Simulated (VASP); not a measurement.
# Ni (Fm-3m) in VASP: further runs

Ni is run at these levels: PBE; tasks: single point.

All numbers are computed with VASP 6.6.1; they aren't measurements. Logs are shortened: lines on timing, memory, paths and dates and some standing lists are left out, and cuts for length are marked.

## (1) The cell of the first run

Symmetry: Fm-3m, No. 225, cubic system. Conventional cell: a = 3.471 Å, b = 3.471 Å, c = 3.471 Å, α = 90.00°, β = 90.00°, γ = 90.00°. Ni (site symmetry m-3m) has 12 Ni at 2.45 Å within 3.2 Å.

## (2) Single point, PBE, collinear spin, ferromagnetic start (10.46 Å³/atom)

INCAR

```
  PREC = Accurate
  ENCUT = 520
  EDIFF = 1E-7
  ISMEAR = 0
  SIGMA = 0.05
  LREAL = F
  LASPH = T
  NELM = 150
  ALGO = Normal
  ISIF = 2
  LWAVE = F
  LCHARG = F
  ISPIN = 2
  MAGMOM = 0.76
  LORBIT = 11
  LMAXMIX = 4
  GGA = PE
  NBANDS = 15
```

KPOINTS

```
Automatic mesh
0
Gamma
  22 22 22
```

POSCAR

```
Ni
1.0
    0.0000000000      1.7355322507      1.7355322507
    1.7355322507      0.0000000000      1.7355322507
    1.7355322507      1.7355322507      0.0000000000
Ni
1
Direct
    0.0000000000      0.0000000000      0.0000000000
```

Potentials or basis: VASP PAW PBE potentials, release 64 (Ni).

Run with:

```bash
$ cat potpaw_PBE.64/Ni/POTCAR > POTCAR
$ mpirun -np 1 vasp_std > vasp.out
```

OUTCAR:

```text
PREC = Accurate
   ENCUT = 520
   EDIFF = 1E-7
   ISMEAR = 0
   LREAL = F
   LASPH = T
   NELM = 150
   ISIF = 2
   ISPIN = 2
   LORBIT = 11
   GGA = PE

 ion  position               nearest neighbor table
   1  0.000  0.000  0.000-

  LATTYP: Found a face centered cubic cell.
 ALAT       =     3.4710645014

  Lattice vectors:

 A1 = (   0.0000000000,   1.7355322507,   1.7355322507)
 A2 = (   1.7355322507,   0.0000000000,   1.7355322507)
 A3 = (   1.7355322507,   1.7355322507,   0.0000000000)

Analysis of symmetry for initial positions (statically):
=====================================================================
 Subroutine PRICEL returns:
 Original cell was already a primitive cell.

 Routine SETGRP: Setting up the symmetry group for a
 face centered cubic supercell.

 Subroutine GETGRP returns: Found 48 space group operations
 (whereof 48 operations were pure point group operations)
 out of a pool of 48 trial point group operations.

The static configuration has the point symmetry O_h .

Analysis of symmetry for dynamics (positions and initial velocities):
=====================================================================
 Subroutine PRICEL returns:
 Original cell was already a primitive cell.

 Routine SETGRP: Setting up the symmetry group for a
 face centered cubic supercell.

 Subroutine GETGRP returns: Found 48 space group operations
 (whereof 48 operations were pure point group operations)
 out of a pool of 48 trial point group operations.

The dynamic configuration has the point symmetry O_h .

Analysis of structural, dynamic, and magnetic symmetry:
=====================================================================
 Subroutine PRICEL returns:
 Original cell was already a primitive cell.

 Routine SETGRP: Setting up the symmetry group for a
 face centered cubic supercell.

 Subroutine GETGRP returns: Found 48 space group operations
 (whereof 48 operations were pure point group operations)
 out of a pool of 48 trial point group operations.

The overall configuration has the point symmetry O_h .

 Subroutine INISYM returns: Found 48 space group operations
 (whereof 48 operations are pure point group operations),
 and found     1 'primitive' translations

----------------------------------------------------------------------------------------

                                     Primitive cell

  volume of cell :      10.4551

  direct lattice vectors                    reciprocal lattice vectors
     0.000000000  1.735532251  1.735532251    -0.288096058  0.288096058  0.288096058
     1.735532251  0.000000000  1.735532251     0.288096058 -0.288096058  0.288096058
     1.735532251  1.735532251  0.000000000     0.288096058  0.288096058 -0.288096058

  length of vectors
     2.454413247  2.454413247  2.454413247     0.498997010  0.498997010  0.498997010

  position of ions in fractional coordinates (direct lattice)
     0.000000000  0.000000000  0.000000000

  ion indices of the primitive-cell ions
   primitive index   ion index
                 1           1

----------------------------------------------------------------------------------------

 KPOINTS: Automatic mesh

Automatic generation of k-mesh.
 Grid dimensions read from file:
 generate k-points for:   22   22   22

 Generating k-lattice:

  Cartesian coordinates                     Fractional coordinates (reciprocal lattice)
    -0.013095275  0.013095275  0.013095275     0.045454545  0.000000000  0.000000000
     0.013095275 -0.013095275  0.013095275     0.000000000  0.045454545  0.000000000
     0.013095275  0.013095275 -0.013095275     0.000000000  0.000000000  0.045454545

  Length of vectors
     0.022681682  0.022681682  0.022681682

  Shift w.r.t. Gamma in fractional coordinates (k-lattice)
     0.000000000  0.000000000  0.000000000

 Subroutine IBZKPT returns following result:
 ===========================================

 Found    328 irreducible k-points:

 Following reciprocal coordinates:
            Coordinates               Weight
  0.000000  0.000000  0.000000      1.000000
  0.045455  0.000000  0.000000      8.000000
  0.090909  0.000000  0.000000      8.000000
  0.136364  0.000000  0.000000      8.000000
  0.181818  0.000000  0.000000      8.000000
  0.227273  0.000000  0.000000      8.000000
[... 16 lines left out ...]
  0.500000  0.045455  0.000000     24.000000
 -0.454545  0.045455  0.000000     24.000000
 [... further k-points ...]
   k-points           NKPTS =    328   k-points in BZ     NKDIM =    328   number of bands    NBANDS=     15
   number of dos      NEDOS =    301   number of ions     NIONS =      1
   total plane-waves  NPLWV =   5832
   dimension x,y,z NGX =    18 NGY =   18 NGZ =   18
   dimension x,y,z NGXF=    36 NGYF=   36 NGZF=   36
   ions per type =               1
   NGX,Y,Z   is equivalent  to a cutoff of  12.19, 12.19, 12.19 a.u.
   NGXF,Y,Z  is equivalent  to a cutoff of  24.38, 24.38, 24.38 a.u.
 SYSTEM =  unknown system
   PREC   = accura    normal or accurate (medium, high low for compatibility)
   ISTART =      0    job   : 0-new  1-cont  2-samecut
   ICHARG =      2    charge: 1-file 2-atom 10-const
   ISPIN  =      2    spin polarized calculation?
   LNONCOLLINEAR =      F non collinear calculations
   LSORBIT =      F    spin-orbit coupling
   LASPH  =      T    aspherical Exc in radial PAW
   ENCUT  =  520.0 eV  38.22 Ry    6.18 a.u.   4.56  4.56  4.56*2*pi/ulx,y,z
   NELM   =    150;   NELMIN=  2; NELMDL= -5     # of ELM steps
   EDIFF  = 0.1E-06   stopping-criterion for ELM
   LREAL  =      F    real-space projection
   EDIFFG = 0.1E-05   stopping-criterion for IOM
   NSW    =      0    number of steps for IOM
   IBRION =     -1    ionic relax: 0-MD 1-quasi-New 2-CG
   NFREE  =      0    steps in history (QN), initial steepest desc. (CG)
   ISIF   =      2    stress and relaxation
   ISYM   =      2    0-nonsym 1-usesym 2-fastsym
   POTIM  = 0.5000    time-step for ionic-motion
   TEBEG  =    0.0;   TEEND  =   0.0 temperature during run
   PSTRESS=    0.0 pullay stress
   NELECT =      10.0000    total number of electrons
   NUPDOWN=      -1.0000    fix difference up-down
   EMIN   =  10.00;   EMAX   =-10.00  energy-range for DOS
   EFERMI =   0.00;   METHOD = LEGACY
   ISMEAR =     0;   SIGMA  =   0.05  broadening in eV -4-tet -1-fermi 0-gaus
   EFERMI_NEDOS =   21; number of points for ismear=-14 and -15
   IALGO  =     38    algorithm
   IMIX   =      4    mixing-type and parameters
     AMIX     =   0.40;   BMIX     =  1.00
     AMIX_MAG =   1.60;   BMIX_MAG =  1.00
  volume/ion in A,a.u.               =      10.46        70.55
  Fermi-wavevector in a.u.,A,eV,Ry     =   1.612992  3.048112 35.398854  2.601742
  Thomas-Fermi vector in A             =   2.708133
   LORBIT       =     11    0 simple, 1 ext, 2 COOP (PROOUT), +10 PAW based schemes
   GGA     = PE    functional components
   LHFCALC =     F    Hartree Fock is set to
   AEXX    =    0.0000 exact exchange contribution
   IVDW    =     0    specifies the selected vdW correction
   LEPSILON=     F    determine dielectric tensor
   LRPA    =     F    only Hartree local field effects (RPA)
 spin polarized calculation
 Gauss-broadening in eV      SIGMA  =   0.05
  energy-cutoff  :      520.00
  volume of cell :       10.46
 maximum number of plane-waves:       295
   NGX =  9   NGY =  9   NGZ =  9

 number of electron      10.0000000 magnetization       0.7600000

 number of electron       9.9999997 magnetization       0.6418371

 Free energy of the ion-electron system (eV)
  ---------------------------------------------------
  ext. energy  EPLUGINS =         0.00000000
  ---------------------------------------------------
  free energy    TOTEN  =        -5.46025016 eV

  energy without entropy =       -5.45850510  energy(sigma->0) =       -5.45937763

 E-fermi :   9.9623     XC(G=0): -13.4928

 val. band max:        9.9619319692   @ k =  -0.4091   0.1818   0.0000
 cond. band min:       9.9664234077   @ k =  -0.4091   0.0455   0.0000
 fundamental gap:      0.0044914385
 Fermi energy:         9.9623398185

 spin component 1

 k-point     1 :       0.0000    0.0000    0.0000
  band No.  band energies     occupation
      1       0.6588      1.00000
      2       7.3998      1.00000
      3       7.3998      1.00000
      4       7.3998      1.00000
      5       8.6467      1.00000
      6       8.6467      1.00000
      7      34.0124      0.00000
      8      38.1865      0.00000
      9      38.1865      0.00000
     10      38.1865      0.00000
     11      41.2619      0.00000
     12      41.2619      0.00000
     13      41.2619      0.00000
     14      44.1272      0.00000
     15      50.8901      0.00000
[... 397 lines left out ...]
 k-point    24 :      -0.4545    0.0455    0.0000
  band No.  band energies     occupation
      1       4.9193      1.00000
      2       7.3901      1.00000
      3       7.4521      1.00000
      4       8.7795      1.00000
      5       9.3022      1.00000
      6      10.0636      0.00209
      7      16.1530      0.00000
      8      32.0612      0.00000
      9      34.3990      0.00000
     10      35.0569      0.00000
     11      38.6419      0.00000
     12      39.3459      0.00000
     13      45.1501      0.00000
     14      55.3162      0.00000
     15      56.3069      0.00000

 [... further k-points ...]

 spin component 2

 k-point     1 :       0.0000    0.0000    0.0000
  band No.  band energies     occupation
      1       0.6312      1.00000
      2       8.1700      1.00000
      3       8.1700      1.00000
      4       8.1700      1.00000
      5       9.2452      1.00000
      6       9.2452      1.00000
      7      33.8596      0.00000
      8      38.1683      0.00000
      9      38.1683      0.00000
     10      38.1683      0.00000
     11      41.3757      0.00000
     12      41.3757      0.00000
     13      41.3757      0.00000
     14      44.0124      0.00000
     15      51.1122      0.00000
[... 397 lines left out ...]
 k-point    24 :      -0.4545    0.0455    0.0000
  band No.  band energies     occupation
      1       5.3554      1.00000
      2       8.0071      1.00000
      3       8.0814      1.00000
      4       9.0932      1.00000
      5      10.0757      0.00067
      6      10.5122      0.00000
      7      16.5696      0.00000
      8      31.9647      0.00000
      9      34.4698      0.00000
     10      35.1475      0.00000
     11      38.6979      0.00000
     12      39.3854      0.00000
     13      45.2880      0.00000
     14      56.3910      0.00000
     15      56.4646      0.00000

 [... further k-points ...]

------------------------ aborting loop because EDIFF is reached ----------------------------------------

  FORCE on cell =-STRESS in cart. coord.  units (eV):
  Direction    XX          YY          ZZ          XY          YZ          ZX
  --------------------------------------------------------------------------------------
  -------------------------------------------------------------------------------------
  Total        0.5777658      0.5777658      0.5777658      0.0000000      0.0000000      0.0000000
  in kB       88.5389499     88.5389499     88.5389499      0.0000000      0.0000000      0.0000000
  external PRESSURE =      88.5389499 kB  Pullay stress =       0.0000000 kB

 VOLUME and BASIS-vectors are now :
 -----------------------------------------------------------------------------
  energy-cutoff  :      520.00
  volume of cell :       10.46
      direct lattice vectors                 reciprocal lattice vectors
     0.000000000  1.735532251  1.735532251    -0.288096058  0.288096058  0.288096058
     1.735532251  0.000000000  1.735532251     0.288096058 -0.288096058  0.288096058
     1.735532251  1.735532251  0.000000000     0.288096058  0.288096058 -0.288096058

 POSITION                                       TOTAL-FORCE (eV/Angst)
 -----------------------------------------------------------------------------------
      0.00000      0.00000      0.00000        -0.000000     -0.000000     -0.000000
 -----------------------------------------------------------------------------------
    total drift:                                0.000000      0.000000     -0.000000

  FREE ENERGIE OF THE ION-ELECTRON SYSTEM (eV)
  ---------------------------------------------------
  free  energy   TOTEN  =        -5.4602501564 eV

  energy  without entropy=       -5.4585050983  energy(sigma->0) =       -5.45937763

 total charge

# of ion       s       p       d       tot
------------------------------------------
    1        0.516   0.535   8.332   9.383

 magnetization (x)

# of ion       s       p       d       tot
------------------------------------------
    1       -0.006  -0.025   0.680   0.650
```

Wall time 44 s (1 thread of Intel Xeon 6975P-C (Granite Rapids), shared host); peak memory 0.18 GiB.

What came out:

```yaml
Free_energy: -5.4603 eV
Pressure: 8.9 GPa
Net_moment: 0.64 μB per cell
Site_moments: Ni +0.65 μB
Valence_electrons_inside_the_program's_atomic_spheres: Ni 9.38
```

Levels at points of the mesh, in eV from the Fermi level:
Spin up:
| k point | band 2 | band 3 | band 4 | band 5 | band 6 | band 7 | band 8 | band 9 |
| --- | --- | --- | --- | --- | --- | --- | --- | --- |
| (0.00, 0.00, 0.00) | -2.56 | -2.56 | -2.56 | -1.32 | -1.32 | 24.05 | 28.22 | 28.22 |
| (0.50, 0.00, 0.00) | -2.55 | -2.55 | -0.62 | -0.62 | -0.38 | 5.93 | 22.52 | 25.36 |
| (0.50, 0.50, 0.00) | -4.43 | -0.56 | -0.48 | -0.48 | 2.46 | 9.56 | 15.19 | 15.19 |
Spin down:
```
           k point  band 1  band 2  band 3  band 4  band 5  band 6  band 7  band 8  band 9  band 10
(0.00, 0.00, 0.00)   -9.33   -1.79   -1.79   -1.79   -0.72   -0.72   23.90   28.21   28.21    28.21
(0.50, 0.00, 0.00)   -4.63   -1.92   -1.92   -0.43    0.16    0.16    6.37   22.38   25.46    25.46
(0.50, 0.50, 0.00)   -4.56   -3.80    0.06    0.40    0.40    2.43    9.82   15.20   15.20    20.40
```

Caveat: the cell stands under pressure.

## (3) Single point, PBE, collinear spin, ferromagnetic start (10.87 Å³/atom)

This run uses another cell than the first one, of 10.87 Å³/atom.

INCAR

```
ALGO = Normal ; EDIFF = 1E-6
ENCUT = 520 ; GGA = PE
ISIF = 2 ; ISMEAR = 0
ISPIN = 2 ; LASPH = T
LCHARG = F ; LMAXMIX = 4
LORBIT = 11 ; LREAL = F
LWAVE = F ; MAGMOM = 0.76
NBANDS = 15 ; NELM = 150
PREC = Accurate ; SIGMA = 0.05
```

KPOINTS

```
k-points
0
Gamma
  22 22 22
```

POSCAR

```
Ni
1.0
    0.0000000000      1.7584574577      1.7584574577
    1.7584574577      0.0000000000      1.7584574577
    1.7584574577      1.7584574577      0.0000000000
Ni
1
Direct
    0.0000000000      0.0000000000      0.0000000000
```

Potentials or basis: VASP PAW PBE potentials, release 64 (Ni).

Run with:

```bash
$ cat potpaw_PBE.64/Ni/POTCAR > POTCAR
$ mpirun -np 1 vasp_std > vasp.out
```

Wall time 40 s (1 thread of Intel Xeon 6975P-C (Granite Rapids), shared host); peak memory 0.18 GiB.

It converged, with:

| Item | Value |
| --- | --- |
| Free energy | -5.4717 eV |
| Pressure | 0.3 GPa |
| Net moment | 0.64 μB per cell |
| Site moments | Ni +0.66 μB |
| Valence electrons inside the program's atomic spheres | Ni 9.31 |

Levels at points of the mesh, in eV from the Fermi level:
Spin up:
```
           k point  band 1  band 2  band 3  band 4  band 5  band 6  band 7  band 8  band 9  band 10
(0.00, 0.00, 0.00)   -9.03   -2.46   -2.46   -2.46   -1.28   -1.28   23.72   27.58   27.58    27.58
(0.50, 0.00, 0.00)   -4.86   -2.44   -2.44   -0.63   -0.63   -0.31    5.64   22.21   24.67    24.67
(0.50, 0.50, 0.00)   -4.67   -4.22   -0.57   -0.50   -0.50    2.44    9.21   14.82   14.82    19.71
```
Spin down:
```tsv
k point	band 3	band 4	band 5	band 6	band 7	band 8
(0.00, 0.00, 0.00)	-1.69	-1.69	-0.68	-0.68	23.55	27.56
(0.50, 0.00, 0.00)	-1.81	-0.37	0.15	0.15	6.08	22.06
(0.50, 0.50, 0.00)	0.05	0.39	0.39	2.40	9.46	14.83
```

[end of part 1 of 2]
